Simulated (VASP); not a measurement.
Wanted: the native input for a VASP 6.6.1 run.

* Task: single point
* Functional: LDA
* Potentials or basis: VASP PAW LDA potentials, release 64 (Hf_pv)
* Cutoff: 520 eV
* k mesh: 13 × 13 × 13
* Occupations: fermi-dirac, width 0.03 eV
* Spin: no spin polarisation
* Dipole correction: no
* Further INCAR settings: ALGO = Normal; EDIFF = 1e-07; NBANDS = 11

The structure of Hf lies in POSCAR:

```
Hf
1.0
    0.0000000000      2.2200000000      2.2866000000
    2.2200000000      0.0000000000      2.2866000000
    2.2200000000      2.2200000000      0.0000000000
Hf
1
Direct
    0.0000000000      0.0000000000      0.0000000000
```

This cell differs from its parent crystal: zz strain of +3 %.

One way to write it, as run:

INCAR

```
ALGO = Normal
EDIFF = 1E-7
ENCUT = 520
ISIF = 2
ISMEAR = -1
LASPH = T
LCHARG = T
LELF = T
LREAL = F
LVHAR = T
LWAVE = F
NBANDS = 11
NELM = 60
PREC = Accurate
SIGMA = 0.03
```

KPOINTS

```
k-points
0
Gamma
  13 13 13
```

Potentials or basis: VASP PAW LDA potentials, release 64 (Hf_pv).

Command:

```console
$ cat potpaw_LDA.64/Hf_pv/POTCAR > POTCAR
$ mpirun -np 1 vasp_std > vasp.out
```

Results of the run:

The pressure is -8.3 GPa and the band gap on the k mesh is zero (band 5 reaches 5.68 eV, above the bottom of band 6 at 3.91 eV).

Caveat: the cell differs from its parent crystal (zz strain of +3 %); spin-orbit coupling is left out, which moves the levels of the heavy elements.

It took 12 s on 1 thread of Intel(R) Xeon(R) 6975P-C (Granite Rapids), with other jobs on the host, peak memory 0.16 GiB.
